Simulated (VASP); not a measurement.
# InSb (Fm-3m) in VASP: notebook, part 2 of 2

VASP 6.6.1. Earlier steps stand in the parts before.

### 4 Single point, PBE (28.31 Å³/atom)

This run uses another cell than the first one, of 28.31 Å³/atom.

The input, INCAR:

```
SYSTEM = InSb
PREC = Accurate
ENCUT = 520
EDIFF = 1E-7
ISMEAR = 0
SIGMA = 0.15
LREAL = .FALSE.
LASPH = .TRUE.
NELM = 80
ALGO = Normal
ISIF = 2
LWAVE = .FALSE.
LCHARG = .FALSE.
GGA = PE
NBANDS = 16
```

The input, KPOINTS:

```
Automatic mesh
0
G
  14 14 14
  0 0 0
```

The input, POSCAR:

```
InSb
1.0
    0.0000000000      3.0476107778      3.0476107778
    3.0476107778      0.0000000000      3.0476107778
    3.0476107778      3.0476107778      0.0000000000
In Sb
1 1
Direct
    0.0000000000      0.0000000000      0.0000000000
    0.5000000000      0.5000000000      0.5000000000
```

Command:

```console
$ cat potpaw_PBE.64/In_d/POTCAR potpaw_PBE.64/Sb/POTCAR > POTCAR
$ mpirun -np 1 vasp_std > vasp.out
```

Run time: 63 s. Hardware: 1 thread of AMD EPYC 7R13 (Zen 3), shared host; peak memory 0.22 GiB.

Results (log left out):

| Item | Value |
| --- | --- |
| Free energy | -6.6592 eV |
| Pressure | 1.3 GPa |
| Band gap on the k mesh | zero (bands 9 and 10 overlap by 2.76 eV) |

Levels at points of the mesh, in eV from the Fermi level:
```csv
k point,band 5,band 6,band 7,band 8,band 9,band 10,band 11,band 12,band 13,band 14
"(0.00, 0.00, 0.00)",-14.40,-11.06,-0.33,-0.05,-0.05,-0.05,6.11,6.11,6.11,6.18
"(0.50, 0.00, 0.00)",-14.37,-9.22,-6.48,0.34,0.34,2.21,2.47,2.47,3.32,10.10
"(0.50, 0.50, 0.00)",-14.36,-8.49,-4.51,-3.32,-2.16,-2.16,3.21,8.37,8.37,10.27
```

Caveat: spin-orbit coupling is left out, which moves the levels of the heavy elements.

### 5 Single point, PBE (29.86 Å³/atom)

This run uses another cell than the first one, of 29.86 Å³/atom.

The input, INCAR:

```
PREC = Accurate
ENCUT = 520
EDIFF = 1E-7
ISMEAR = 0
SIGMA = 0.15
LREAL = False
LASPH = True
NELM = 100
ALGO = Normal
ISIF = 2
LWAVE = False
LCHARG = True
GGA = PE
LELF = True
LVHAR = True
NBANDS = 16
```

The input, KPOINTS:

```
Automatic mesh
0
Gamma
  14 14 14
```

The input, POSCAR:

```
InSb
1.0
    0.0000000000      3.1022875935      3.1022875935
    3.1022875935      0.0000000000      3.1022875935
    3.1022875935      3.1022875935      0.0000000000
In Sb
1 1
Direct
    0.0000000000      0.0000000000      0.0000000000
    0.5000000000      0.5000000000      0.5000000000
```

Potentials or basis: VASP PAW PBE potentials, release 64 (In_d, Sb).

Command:

```console
$ cat potpaw_PBE.64/In_d/POTCAR potpaw_PBE.64/Sb/POTCAR > POTCAR
$ mpirun -np 1 vasp_std > vasp.out
```

OUTCAR:

```text
PREC = Accurate
   ENCUT = 520
   EDIFF = 1E-7
   ISMEAR = 0
   LREAL = False
   LASPH = True
   NELM = 100
   ISIF = 2
   GGA = PE

 ion  position               nearest neighbor table
   1  0.000  0.000  0.000-   2 3.10   2 3.10   2 3.10   2 3.10   2 3.10   2 3.10
   2  0.500  0.500  0.500-   1 3.10   1 3.10   1 3.10   1 3.10   1 3.10   1 3.10

  LATTYP: Found a face centered cubic cell.
 ALAT       =     6.2045751870

  Lattice vectors:

 A1 = (   0.0000000000,   3.1022875935,   3.1022875935)
 A2 = (   3.1022875935,   0.0000000000,   3.1022875935)
 A3 = (   3.1022875935,   3.1022875935,   0.0000000000)

Analysis of symmetry for initial positions (statically):
=====================================================================
 Subroutine PRICEL returns:
 Original cell was already a primitive cell.

 Routine SETGRP: Setting up the symmetry group for a
 face centered cubic supercell.

 Subroutine GETGRP returns: Found 48 space group operations
 (whereof 48 operations were pure point group operations)
 out of a pool of 48 trial point group operations.

The static configuration has the point symmetry O_h .

Analysis of symmetry for dynamics (positions and initial velocities):
[... 162 lines left out ...]
 val. band max:        6.2523061006   @ k =   0.1429   0.0000   0.0000
 cond. band min:       6.2636409489   @ k =   0.4286   0.1429   0.0714
 fundamental gap:      0.0113348483
 Fermi energy:         6.2579598846

 k-point     1 :       0.0000    0.0000    0.0000
  band No.  band energies     occupation
      1      -8.1095      2.00000
      2      -8.1095      2.00000
      3      -8.0828      2.00000
      4      -8.0828      2.00000
      5      -8.0828      2.00000
      6      -4.4550      2.00000
[... 433 lines left out ...]
      3      -8.0863      2.00000
      4      -8.0695      2.00000
      5      -8.0665      2.00000
      6      -3.7115      2.00000
[... 8 lines left out ...]
     15      14.6423      0.00000
     16      14.8636      0.00000

 [... further k-points ...]

------------------------ aborting loop because EDIFF is reached ----------------------------------------

  FORCE on cell =-STRESS in cart. coord.  units (eV):
  Direction    XX          YY          ZZ          XY          YZ          ZX
  --------------------------------------------------------------------------------------
  -------------------------------------------------------------------------------------
  Total       -0.4537456     -0.4537456     -0.4537456      0.0000000      0.0000000      0.0000000
  in kB      -12.1743807    -12.1743807    -12.1743807      0.0000000      0.0000000      0.0000000
  external PRESSURE =     -12.1743807 kB  Pullay stress =       0.0000000 kB

 VOLUME and BASIS-vectors are now :
 -----------------------------------------------------------------------------
  energy-cutoff  :      520.00
  volume of cell :       59.71
      direct lattice vectors                 reciprocal lattice vectors
     0.000000000  3.102287593  3.102287593    -0.161171389  0.161171389  0.161171389
     3.102287593  0.000000000  3.102287593     0.161171389 -0.161171389  0.161171389
     3.102287593  3.102287593  0.000000000     0.161171389  0.161171389 -0.161171389

 POSITION                                       TOTAL-FORCE (eV/Angst)
 -----------------------------------------------------------------------------------
      0.00000      0.00000      0.00000        -0.000000      0.000000     -0.000000
      3.10229      3.10229      3.10229         0.000000     -0.000000      0.000000
 -----------------------------------------------------------------------------------
    total drift:                               -0.000000      0.000000      0.000000

  FREE ENERGIE OF THE ION-ELECTRON SYSTEM (eV)
  ---------------------------------------------------
  free  energy   TOTEN  =        -6.6593967154 eV

  energy  without entropy=       -6.6408466439  energy(sigma->0) =       -6.65012168
```

OSZICAR:

```text
N       E                     dE             d eps       ncg     rms          rms(c)
DAV:   1     0.108468911007E+03    0.10847E+03   -0.79497E+03  3328   0.116E+03
DAV:   2    -0.312907148648E-01   -0.10850E+03   -0.10511E+03  3720   0.284E+02
DAV:   3    -0.653262667320E+01   -0.65013E+01   -0.64428E+01  4304   0.692E+01
DAV:   4    -0.669925123059E+01   -0.16662E+00   -0.16657E+00  4064   0.121E+01
DAV:   5    -0.670816150392E+01   -0.89103E-02   -0.89101E-02  4936   0.238E+00    0.303E+00
DAV:   6    -0.665918333571E+01    0.48978E-01   -0.10574E-01  4504   0.502E+00    0.168E+00
DAV:   7    -0.665880071296E+01    0.38262E-03   -0.21991E-02  4592   0.164E+00    0.520E-01
DAV:   8    -0.665929360491E+01   -0.49289E-03   -0.22329E-03  4128   0.559E-01    0.107E-01
DAV:   9    -0.665939267484E+01   -0.99070E-04   -0.16899E-04  4464   0.124E-01    0.488E-02
DAV:  10    -0.665939412452E+01   -0.14497E-05   -0.95630E-06  4216   0.233E-02    0.110E-02
DAV:  11    -0.665939679501E+01   -0.26705E-05   -0.34277E-06  4096   0.164E-02    0.625E-03
DAV:  12    -0.665939689719E+01   -0.10219E-06   -0.80074E-08  3144   0.258E-03    0.273E-03
DAV:  13    -0.665939663472E+01    0.26247E-06   -0.97211E-08  3200   0.322E-03    0.153E-03
DAV:  14    -0.665939671536E+01   -0.80640E-07   -0.86942E-09  2056   0.815E-04
   1 F= -.66593967E+01 E0= -.66501217E+01  d E =-.185501E-01
```

It took 99 s on 1 thread of AMD EPYC 7R13 (Zen 3), shared host; peak memory 0.24 GiB.

What came out:

```yaml
Free_energy: -6.6594 eV
Pressure: -1.2 GPa
Band_gap_on_the_k_mesh: zero (bands 9 and 10 overlap by 2.56 eV)
```

Levels at points of the mesh, in eV from the Fermi level:
```tsv
k point	band 6	band 7	band 8	band 9	band 10	band 11	band 12	band 13
(0.00, 0.00, 0.00)	-10.71	-0.71	-0.03	-0.03	-0.03	5.93	5.93	5.93
(0.50, 0.00, 0.00)	-9.03	-6.21	0.32	0.32	2.15	2.48	2.48	3.09
(0.50, 0.50, 0.00)	-8.41	-4.21	-3.35	-2.00	-2.00	3.31	7.99	7.99
```

Caveat: spin-orbit coupling is left out, which moves the levels of the heavy elements.

### 6 The runs side by side

```csv
cell,gap on the mesh (eV),pressure (GPa)
"a = 4.230 Å, angles 60.0°, 2 atoms",none,4.8
"a = 4.270 Å, angles 60.0°, 2 atoms",none,2.9
"a = 4.310 Å, angles 60.0°, 2 atoms",none,1.3
"a = 4.387 Å, angles 60.0°, 2 atoms",none,-1.2
```

Alike in all rows: task single point; level PBE; potentials or basis VASP PAW PBE potentials, release 64 (In_d, Sb); no spin polarisation; k mesh 14 × 14 × 14; cutoff (eV) 520; smearing gaussian 0.15 eV.

Caveats: spin-orbit coupling is left out, which moves the levels of the heavy elements; the cell stands under pressure (at least some runs).

Total energies depend on the potentials used, so only differences within one code and one set of settings carry meaning.
